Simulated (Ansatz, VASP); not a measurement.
NiO in VASP and in Ansatz

Contents of INCAR:

```
SYSTEM = NiO
  ALGO = Normal
  EDIFF = 1E-6
  ENCUT = 520
  GGA = PS
  ISIF = 2
  ISMEAR = 0
  ISPIN = 2
  LASPH = .TRUE.
  LCHARG = .FALSE.
  LDAU = .TRUE.
  LDAUJ = 0 0
  LDAUL = 2 -1
  LDAUPRINT = 1
  LDAUTYPE = 2
  LDAUU = 7.2 0
  LMAXMIX = 4
  LORBIT = 11
  LREAL = .FALSE.
  LWAVE = .FALSE.
  MAGMOM = 2 -2 0 0
  NBANDS = 28
  NELM = 150
  PREC = Accurate
  SIGMA = 0.05
```

File KPOINTS:

```
k-points
0
G
  6 6 6
  0 0 0
```

The input POSCAR:

```
NiO
1.0
    0.0000000000      2.0913095126      2.0913095126
    4.1826190252      2.0913095126      2.0913095126
    4.1826190252      4.1826190252      0.0000000000
Ni O
2 2
Direct
    0.0000000000      0.0000000000      0.0000000000
    0.0000000000      0.0000000000      0.5000000000
    0.5000000000      0.5000000000      0.0000000000
    0.5000000000      0.5000000000      0.5000000000
```

Input for Ansatz:

```yaml
crystal:
  lattice:
    - [0.0, 2.0913095126, 2.0913095126]
    - [4.1826190252, 2.0913095126, 2.0913095126]
    - [4.1826190252, 4.1826190252, 0.0]
  atoms:
    - { symbol: Ni, position: [0.0, 0.0, 0.0], spin: 2.0 }
    - { symbol: O, position: [0.5, 0.5, 0.0] }
    - { symbol: Ni, position: [0.0, 0.0, 0.5], spin: -2.0 }
    - { symbol: O, position: [0.5, 0.5, 0.5] }
basis:
  ecutwfc: 420
  ecutrho_ratio: 4
kpoints:
  mp_grid: { grid: [6, 6, 6] }
hamiltonian:
  xc: pbesol
  hubbard: { sites: [{ species: Ni, l: d, u_eff: 7.2 }] }
scf:
  occupations: { method: gaussian, width: 0.05 }
output:
  forces: true
  stress: true
  eigenvalues: true
  populations: true
  hubbard: { sites: [{ species: Ni, l: d }] }
magnetization:
  spin_polarized: true
```

Alike in both runs: task single point; functional PBEsol; k mesh 6 × 6 × 6; occupations gaussian, width 0.05 eV; collinear spin; Hubbard terms Ni d U = 7.2 eV.

|  | VASP | Ansatz |
| --- | --- | --- |
| version | VASP 6.6.1 | Ansatz 0.2.0 |
| potentials or method | VASP PAW PBE potentials, release 64 (Ni, O), cutoff 520 eV | scalar-relativistic, plane waves, PAW |
| valence electrons in the cell | 32 | 48 |

|  | VASP | Ansatz | Ansatz less VASP |
| --- | --- | --- | --- |
| gap on the k mesh at the Fermi level (eV) | 2.86 | 2.29 | -0.569 |
| least direct gap on the mesh (eV) | 3.61 | 3.19 | -0.418 |
| pressure (GPa) | -9.4 | 3.7 | +13.17 |
| net moment per atom (μB) | 0.00 | 0.00 | 0.000 |
| size of the moment on the site where the two differ most (μB) | 1.86 | 1.74 | -0.122 |

VASP's potentials were made for PBE, not for PBEsol. Site moments also hang on the region over which each program counts them. The programs project onto different local orbitals, so the same U acts differently, and such runs can settle in different states. VASP's potentials hold 32 valence electrons a cell and Ansatz's 48, so a difference there can come from the potentials and not from the codes.

The k mesh is coarse, so the values compare programs but aren't converged.
